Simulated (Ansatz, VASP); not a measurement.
# Se in VASP and in Ansatz

INCAR

```
SYSTEM = Se
PREC = Accurate
ENCUT = 600
EDIFF = 1E-6
ISMEAR = 0
SIGMA = 0.1
LREAL = .False.
LASPH = .True.
NELM = 100
ALGO = Normal
ISIF = 3
LWAVE = .False.
LCHARG = .False.
GGA = PE
IBRION = 2
NSW = 90
EDIFFG = -0.04
```

The input KPOINTS:

```
regular mesh
0
Gamma
  6 6 6
  0 0 0
```

Contents of POSCAR:

```
Se
1.0
   -2.9168893579      2.9168893579      1.5912169889
    2.9168893579     -2.9168893579      1.5912169889
    2.9168893579      2.9168893579     -1.5912169889
Se
2
Direct
    0.0000000000      0.0000000000      0.0000000000
    0.7500000000      0.2500000000      0.5000000000
```

Input for Ansatz:

```yaml
crystal:
  lattice:
    - [-2.9168893579, 2.9168893579, 1.5912169889]
    - [2.9168893579, -2.9168893579, 1.5912169889]
    - [2.9168893579, 2.9168893579, -1.5912169889]
  atoms:
    - { symbol: Se, position: [0.0, 0.0, 0.0] }
    - { symbol: Se, position: [0.75, 0.25, 0.5] }
basis:
  ecutwfc: 420
kpoints:
  mp_grid: { grid: [6, 6, 6] }
hamiltonian:
  xc: pbe
scf:
  occupations: { method: gaussian, width: 0.1 }
  lower_state_search: "off"
output:
  forces: true
  stress: true
  eigenvalues: true
relax:
  adjacent_minimum: "off"
  f_tol: 0.04
  max_steps: 70
  cell: { stress_tol: 0.4 }
```

Alike in both runs: task relaxation of cell and atoms; functional PBE; k mesh 6 × 6 × 6; occupations gaussian, width 0.1 eV; no spin polarisation.

|  | VASP | Ansatz |
| --- | --- | --- |
| version | VASP 6.6.1 | Ansatz 0.2.0 |
| potentials or method | VASP PAW PBE potentials, release 64 (Se), cutoff 600 eV | scalar-relativistic, plane waves, PAW |
| valence electrons in the cell | 12 | 32 |

|  | VASP | Ansatz | Ansatz less VASP |
| --- | --- | --- | --- |
| gap on the k mesh at the Fermi level, each at its own relaxed structure (eV) | none | none | - |
| relaxed volume (Å³/atom) | 22.77 | 22.80 | +0.024 |
| relaxed cell length with the largest relative difference (Å) | 4.133 | 4.131 | -0.0026 |

A gap of «none» marks a metal or a gap that the smearing closes. VASP's potentials hold 12 valence electrons a cell and Ansatz's 32, so a difference there can come from the potentials and not from the codes.

The k mesh is coarse, so the values compare programs but aren't converged. Noted on VASP's run: the volume moved by over 15 % at a fixed basis, so the end points are rough.
